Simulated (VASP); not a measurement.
# HRh6 in VASP: further runs

The runs below take HRh6 through single point, with PBE.

Everything below comes from runs of VASP 6.6.1. Logs are shortened: lines on timing, memory, paths and dates and some standing lists are left out, and cuts for length are marked.

## Step 1: The cell of the first run

The cell holds a slab with vacuum, 14 atoms: a = 5.417 Å, b = 5.417 Å, c = 22.297 Å, α = 90.00°, β = 90.00°, γ = 120.00°.

## Step 2: Single point, PBE

The input, INCAR:

```
SYSTEM = HRh6
ALGO = Fast
DIPOL = 0.5 0.5 0.309
EDIFF = 1E-6
ENCUT = 520
GGA = PE
IDIPOL = 3
ISIF = 2
ISMEAR = 0
LASPH = .TRUE.
LCHARG = .FALSE.
LDIPOL = .TRUE.
LREAL = .FALSE.
LWAVE = .FALSE.
NBANDS = 104
NELM = 60
PREC = Accurate
SIGMA = 0.1
```

The input, KPOINTS:

```
k-points
0
G
  6 6 1
  0 0 0
```

The input, POSCAR:

```
HRh6
1.0
    5.4165863251      0.0000000000      0.0000000000
   -2.7082931626      4.6909013593      0.0000000000
    0.0000000000      0.0000000000     22.2966119230
Rh H
12 2
Direct
    0.3333333333      0.1666666667      0.1793994538
    0.3333333333      0.6666666667      0.1793994538
    0.8333333333      0.1666666667      0.1793994538
    0.8333333333      0.6666666667      0.1793994538
    0.1666666667      0.3333333333      0.2757769167
    0.1666666667      0.8333333333      0.2757769167
    0.6666666667      0.3333333333      0.2757769167
    0.6666666667      0.8333333333      0.2757769167
    0.0000000000      0.0000000000      0.3721019118
    0.0000000000      0.5000000000      0.3721019118
    0.5000000000      0.0000000000      0.3721019118
    0.5000000000      0.5000000000      0.3721019118
    0.2010222061      0.4020444122      0.5066515021
    0.2989777939      0.5979555878      0.5066515021
```

Potentials or basis: VASP PAW PBE potentials, release 64 (Rh_pv, H).

The run is started by

```console
$ cat potpaw_PBE.64/Rh_pv/POTCAR potpaw_PBE.64/H/POTCAR > POTCAR
$ mpirun -np 1 vasp_std > vasp.out
```

OUTCAR:

```text
SYSTEM = HRh6
   EDIFF = 1E-6
   ENCUT = 520
   GGA = PE
   ISIF = 2
   ISMEAR = 0
   LASPH = .TRUE.
   LREAL = .FALSE.
   NELM = 60
   PREC = Accurate

 ion  position               nearest neighbor table
   1  0.333  0.167  0.179-   5 2.66   7 2.66   6 2.66   4 2.71   4 2.71   3 2.71   3 2.71   2 2.71
                             2 2.71
   2  0.333  0.667  0.179-   6 2.66   8 2.66   5 2.66   3 2.71   3 2.71   4 2.71   4 2.71   1 2.71
                             1 2.71
   3  0.833  0.167  0.179-   7 2.66   5 2.66   8 2.66   2 2.71   2 2.71   1 2.71   1 2.71   4 2.71
                             4 2.71
   4  0.833  0.667  0.179-   8 2.66   6 2.66   7 2.66   1 2.71   1 2.71   2 2.71   2 2.71   3 2.71
                             3 2.71
   5  0.167  0.333  0.276-  12 2.66   9 2.66  10 2.66   1 2.66   3 2.66   2 2.66   8 2.71   8 2.71
                             7 2.71   7 2.71   6 2.71   6 2.71
   6  0.167  0.833  0.276-  11 2.66  10 2.66   9 2.66   2 2.66   4 2.66   1 2.66   7 2.71   7 2.71
                             8 2.71   8 2.71   5 2.71   5 2.71
   7  0.667  0.333  0.276-  10 2.66  11 2.66  12 2.66   3 2.66   1 2.66   4 2.66   6 2.71   6 2.71
                             5 2.71   5 2.71   8 2.71   8 2.71
   8  0.667  0.833  0.276-   9 2.66  12 2.66  11 2.66   4 2.66   2 2.66   3 2.66   5 2.71   5 2.71
                             6 2.71   6 2.71   7 2.71   7 2.71
   9  0.000  0.000  0.372-   8 2.66   5 2.66   6 2.66  12 2.71  12 2.71  11 2.71  11 2.71  10 2.71
                            10 2.71
  10  0.000  0.500  0.372-   7 2.66   6 2.66   5 2.66  11 2.71  11 2.71  12 2.71  12 2.71   9 2.71
                             9 2.71
  11  0.500  0.000  0.372-   6 2.66   7 2.66   8 2.66  10 2.71  10 2.71   9 2.71   9 2.71  12 2.71
                            12 2.71
  12  0.500  0.500  0.372-   5 2.66   8 2.66   7 2.66   9 2.71   9 2.71  10 2.71  10 2.71  11 2.71
                            11 2.71
  13  0.201  0.402  0.507-
  14  0.299  0.598  0.507-

  LATTYP: Found a hexagonal cell.
 ALAT       =     5.4165863251
 C/A-ratio  =     4.1163586408

  Lattice vectors:

 A1 = (   5.4165863251,   0.0000000000,   0.0000000000)
 A2 = (  -2.7082931626,   4.6909013593,   0.0000000000)
 A3 = (   0.0000000000,   0.0000000000,  22.2966119230)

Analysis of symmetry for initial positions (statically):
=====================================================================
 Subroutine PRICEL returns:
 Original cell was already a primitive cell.

 Routine SETGRP: Setting up the symmetry group for a
 hexagonal supercell.

 Subroutine GETGRP returns: Found  2 space group operations
 (whereof  2 operations were pure point group operations)
 out of a pool of 24 trial point group operations.

The static configuration has the point symmetry C_1h.

Analysis of symmetry for dynamics (positions and initial velocities):
=====================================================================
 Subroutine PRICEL returns:
 Original cell was already a primitive cell.

 Routine SETGRP: Setting up the symmetry group for a
 hexagonal supercell.

 Subroutine GETGRP returns: Found  2 space group operations
 (whereof  2 operations were pure point group operations)
 out of a pool of 24 trial point group operations.

The dynamic configuration has the point symmetry C_1h.

 Subroutine INISYM returns: Found  2 space group operations
 (whereof  2 operations are pure point group operations),
 and found     1 'primitive' translations

----------------------------------------------------------------------------------------

                                     Primitive cell

  volume of cell :     566.5273

  direct lattice vectors                    reciprocal lattice vectors
     5.416586325  0.000000000  0.000000000     0.184618123  0.106589323  0.000000000
    -2.708293163  4.690901359  0.000000000     0.000000000  0.213178646  0.000000000
     0.000000000  0.000000000 22.296611923     0.000000000  0.000000000  0.044849863

  length of vectors
     5.416586325  5.416586325 22.296611923     0.213178646  0.213178646  0.044849863

  position of ions in fractional coordinates (direct lattice)
     0.333333333  0.166666667  0.179399454
     0.333333333  0.666666667  0.179399454
     0.833333333  0.166666667  0.179399454
[... 57 lines left out ...]
  0.000000  0.000000  0.000000      1.000000
  0.166667 -0.000000  0.000000      4.000000
  0.000000  0.166667  0.000000      2.000000
  0.333333 -0.000000  0.000000      4.000000
  0.000000  0.333333  0.000000      2.000000
  0.500000  0.000000  0.000000      2.000000
  0.000000  0.500000  0.000000      1.000000
  0.166667  0.166667  0.000000      4.000000
 -0.333333  0.166667  0.000000      2.000000
  0.333333  0.166667  0.000000      4.000000
 -0.166667  0.500000  0.000000      4.000000
  0.500000  0.333333  0.000000      4.000000
  0.333333  0.333333  0.000000      2.000000
   k-points           NKPTS =     13   k-points in BZ     NKDIM =     13   number of bands    NBANDS=    104
   number of dos      NEDOS =    301   number of ions     NIONS =     14
   total plane-waves  NPLWV = 268800
   dimension x,y,z NGX =    40 NGY =   40 NGZ =  168
   dimension x,y,z NGXF=    80 NGYF=   80 NGZF=  336
   ions per type =              12   2
   NGX,Y,Z   is equivalent  to a cutoff of  12.28, 12.28, 12.53 a.u.
   NGXF,Y,Z  is equivalent  to a cutoff of  24.55, 24.55, 25.05 a.u.
 SYSTEM =  HRh6
   PREC   = accura    normal or accurate (medium, high low for compatibility)
   ISTART =      0    job   : 0-new  1-cont  2-samecut
   ICHARG =      2    charge: 1-file 2-atom 10-const
   ISPIN  =      1    spin polarized calculation?
   LNONCOLLINEAR =      F non collinear calculations
   LSORBIT =      F    spin-orbit coupling
   LASPH  =      T    aspherical Exc in radial PAW
   ENCUT  =  520.0 eV  38.22 Ry    6.18 a.u.  10.07 10.07 41.46*2*pi/ulx,y,z
   NELM   =     60;   NELMIN=  2; NELMDL= -5     # of ELM steps
   EDIFF  = 0.1E-05   stopping-criterion for ELM
   LREAL  =      F    real-space projection
   EDIFFG = 0.1E-04   stopping-criterion for IOM
   NSW    =      0    number of steps for IOM
   IBRION =     -1    ionic relax: 0-MD 1-quasi-New 2-CG
   NFREE  =      0    steps in history (QN), initial steepest desc. (CG)
   ISIF   =      2    stress and relaxation
   ISYM   =      2    0-nonsym 1-usesym 2-fastsym
   POTIM  = 0.5000    time-step for ionic-motion
   TEBEG  =    0.0;   TEEND  =   0.0 temperature during run
   PSTRESS=    0.0 pullay stress
   NELECT =     182.0000    total number of electrons
   NUPDOWN=      -1.0000    fix difference up-down
   EMIN   =  10.00;   EMAX   =-10.00  energy-range for DOS
   EFERMI =   0.00;   METHOD = LEGACY
   ISMEAR =     0;   SIGMA  =   0.10  broadening in eV -4-tet -1-fermi 0-gaus
   EFERMI_NEDOS =   21; number of points for ismear=-14 and -15
   IALGO  =     68    algorithm
   IMIX   =      4    mixing-type and parameters
     AMIX     =   0.40;   BMIX     =  1.00
     AMIX_MAG =   1.60;   BMIX_MAG =  1.00
  volume/ion in A,a.u.               =      40.47       273.08
  Fermi-wavevector in a.u.,A,eV,Ry     =   1.121222  2.118803 17.104417  1.257139
  Thomas-Fermi vector in A             =   2.257874
   LORBIT       =      0    0 simple, 1 ext, 2 COOP (PROOUT), +10 PAW based schemes
   GGA     = PE    functional components
   LHFCALC =     F    Hartree Fock is set to
   AEXX    =    0.0000 exact exchange contribution
   IVDW    =     0    specifies the selected vdW correction
   LEPSILON=     F    determine dielectric tensor
   LRPA    =     F    only Hartree local field effects (RPA)
 non-spin polarized calculation
 RMM-DIIS sequential band-by-band and
 Gauss-broadening in eV      SIGMA  =   0.10
  energy-cutoff  :      520.00
  volume of cell :      566.53
 maximum number of plane-waves:     15300
   NGX = 21   NGY = 21   NGZ = 83

 dipolmoment           0.000000      0.000000      0.026717 electrons x Angstroem

 number of electron     182.0000013 magnetization

 dipolmoment           0.000000      0.000000     -0.030431 electrons x Angstroem

 Free energy of the ion-electron system (eV)
  ---------------------------------------------------
  ext. energy  EPLUGINS =         0.00000000
  ---------------------------------------------------
  free energy    TOTEN  =       -87.15437880 eV

  energy without entropy =      -87.04977677  energy(sigma->0) =      -87.10207778

 E-fermi :   0.0247     XC(G=0):  -5.1911

 val. band max:        0.0187482098   @ k =   0.3333   0.3333   0.0000
 cond. band min:       0.0451655461   @ k =  -0.1667   0.5000   0.0000
 fundamental gap:      0.0264173364
 Fermi energy:         0.0246744335

 k-point     1 :       0.0000    0.0000    0.0000
  band No.  band energies     occupation
      1     -47.0754      2.00000
      2     -47.0739      2.00000
      3     -47.0719      2.00000
      4     -46.9817      2.00000
      5     -46.8979      2.00000
      6     -46.8885      2.00000
[... 1367 lines left out ...]
    102       0.7178      0.00000
    103       0.7785      0.00000
 [bands above 103 left out]

------------------------ aborting loop because EDIFF is reached ----------------------------------------

 vacuum level on the upper side and lower side of the slab       (xc-potential included)        -0.170         0.100

  FORCE on cell =-STRESS in cart. coord.  units (eV):
  Direction    XX          YY          ZZ          XY          YZ          ZX
  --------------------------------------------------------------------------------------
  -------------------------------------------------------------------------------------
  Total       -6.8435987     -9.9447680      0.3444394      0.0000000     -0.0131907      0.0000000
  in kB      -19.3541576    -28.1244729      0.9740979      0.0000000     -0.0373041      0.0000000
  external PRESSURE =     -15.5015109 kB  Pullay stress =       0.0000000 kB

 VOLUME and BASIS-vectors are now :
 -----------------------------------------------------------------------------
  energy-cutoff  :      520.00
  volume of cell :      566.53
      direct lattice vectors                 reciprocal lattice vectors
     5.416586325  0.000000000  0.000000000     0.184618123  0.106589323  0.000000000
    -2.708293163  4.690901359  0.000000000     0.000000000  0.213178646  0.000000000
     0.000000000  0.000000000 22.296611923     0.000000000  0.000000000  0.044849863

 POSITION                                       TOTAL-FORCE (eV/Angst)
 -----------------------------------------------------------------------------------
      1.35415      0.78182      4.00000         0.014879      0.008377     -0.008384
     -0.00000      3.12727      4.00000         0.000000     -0.003327     -0.003774
      4.06244      0.78182      4.00000        -0.014879      0.008377     -0.008384
      2.70829      3.12727      4.00000         0.000000     -0.012406     -0.002458
      0.00000      1.56363      6.14889         0.000000     -0.016371     -0.043918
     -1.35415      3.90908      6.14889        -0.000791      0.011517     -0.013237
      2.70829      1.56363      6.14889         0.000000     -0.004542      0.000553
      1.35415      3.90908      6.14889         0.000791      0.011517     -0.013237
      0.00000      0.00000      8.29661         0.000000     -0.024961     -0.015661
     -1.35415      2.34545      8.29661        -0.011707      0.009552      0.019543
      2.70829      0.00000      8.29661        -0.000000      0.004120      0.000690
      1.35415      2.34545      8.29661         0.011707      0.009552      0.019543
     -0.00000      1.88595     11.29661        -0.000000      3.442494      0.034817
     -0.00000      2.80495     11.29661         0.000000     -3.443899      0.033909
 -----------------------------------------------------------------------------------
    total drift:                                0.000000     -0.000019      0.002260

  FREE ENERGIE OF THE ION-ELECTRON SYSTEM (eV)
  ---------------------------------------------------
  free  energy   TOTEN  =       -87.1543787957 eV

  energy  without entropy=      -87.0497767697  energy(sigma->0) =      -87.10207778

 vacuum level on the upper side and lower side of the slab         4.895         5.114
```

Run time: 51 min. Hardware: 1 thread of Oxide Virtual Turin-like, shared host; peak memory 0.86 GiB.

What came out:

```yaml
Free_energy: -87.1544 eV
Largest_force: 3.444 eV/Å
Band_gap_on_the_k_mesh: zero (bands 91 and 92 overlap by 0.75 eV)
```

Forces on the atoms (eV/Å):
```
Rh   0.015  0.008 -0.008
Rh   0.000 -0.003 -0.004
Rh  -0.015  0.008 -0.008
Rh   0.000 -0.012 -0.002
Rh   0.000 -0.016 -0.044
Rh  -0.001  0.012 -0.013
Rh   0.000 -0.005  0.001
Rh   0.001  0.012 -0.013
Rh   0.000 -0.025 -0.016
Rh  -0.012  0.010  0.020
Rh   0.000  0.004  0.001
Rh   0.012  0.010  0.020
H    0.000  3.442  0.035
H    0.000 -3.444  0.034
```

(Continued in part 2 of 2.)
